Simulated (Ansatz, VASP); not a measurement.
## PbSe in VASP and in Ansatz

File POSCAR:

```
PbSe
1.0
   -0.2046463759      3.0326224213      3.0326224213
    3.0326224213     -0.2046463759      3.0326224213
    3.0326224213      3.0326224213     -0.2046463759
Pb Se
1 1
Direct
    0.0000000000      0.0000000000      0.0000000000
    0.5000000000      0.5000000000      0.5000000000
```

INCAR.step1

```
PREC = Accurate ; ENCUT = 520
ISMEAR = -1 ; SIGMA = 0.02
LREAL = F ; LASPH = T
NELM = 100 ; NBANDS = 17
GGA = PE ; ALGO = Normal
EDIFF = 1E-4 ; LWAVE = T
LCHARG = F
```

File INCAR.step2:

```
PREC = Accurate ; ENCUT = 520
EDIFF = 1E-6 ; ISMEAR = -1
SIGMA = 0.02 ; LREAL = F
LASPH = T ; NELM = 100
ALGO = Normal ; ISIF = 2
LWAVE = F ; LCHARG = T
METAGGA = R2SCAN ; LMIXTAU = T
LELF = T ; LVHAR = T
NBANDS = 17 ; ISTART = 1
```

The input KPOINTS:

```
Automatic mesh
0
Gamma
  8 8 8
```

Input for Ansatz:

```yaml
crystal:
  lattice:
    - [-0.2046463759, 3.0326224213, 3.0326224213]
    - [3.0326224213, -0.2046463759, 3.0326224213]
    - [3.0326224213, 3.0326224213, -0.2046463759]
  atoms:
    - { symbol: Pb, position: [0.0, 0.0, 0.0] }
    - { symbol: Se, position: [0.5, 0.5, 0.5] }
kpoints:
  mp_grid: { grid: [8, 8, 8] }
  band_path:
    path:
      - [0.0, 0.0, 0.0]
      - [0.5, 0.0, 0.5]
      - [0.625, 0.25, 0.625]
      - [0.375, 0.375, 0.75]
      - [0.5, 0.5, 0.5]
      - [0.5, 0.25, 0.75]
      - [0.0, 0.0, 0.5]
    npoints: 1
hamiltonian:
  xc: r2scan
scf:
  occupations: { method: fermi_dirac, width: 0.02 }
  n_extra_bands: 4
output:
  forces: true
  stress: true
  eigenvalues: true
```

Change from the starting cell: epitaxial_111 strain +4.8%.

Alike in both runs: task single point; functional r2SCAN; k mesh 8 × 8 × 8; occupations fermi-dirac, width 0.02 eV; no spin polarisation.

|  | VASP | Ansatz |
| --- | --- | --- |
| version | VASP 6.6.1 | Ansatz 0.2.0 |
| potentials or method | VASP PAW PBE potentials, release 64 (Pb_d, Se) | plane waves, PAW |
| plane-wave cutoff (eV) | 520 | 500 |
| valence electrons in the cell | 20 | 30 |

|  | VASP | Ansatz | Ansatz less VASP |
| --- | --- | --- | --- |
| pressure (GPa) | -2.1 | -2.1 | +0.01 |
| traceless stress, the component that is largest in VASP (GPa) | 1.06 | 1.06 | -0.001 |

VASP's potentials were made for PBE, not for r2SCAN. With one functional, cell and mesh, what is left measures potentials, basis and numerics. VASP's potentials hold 20 valence electrons a cell and Ansatz's 30, so a difference there can come from the potentials and not from the codes.

Spin-orbit coupling is off throughout.
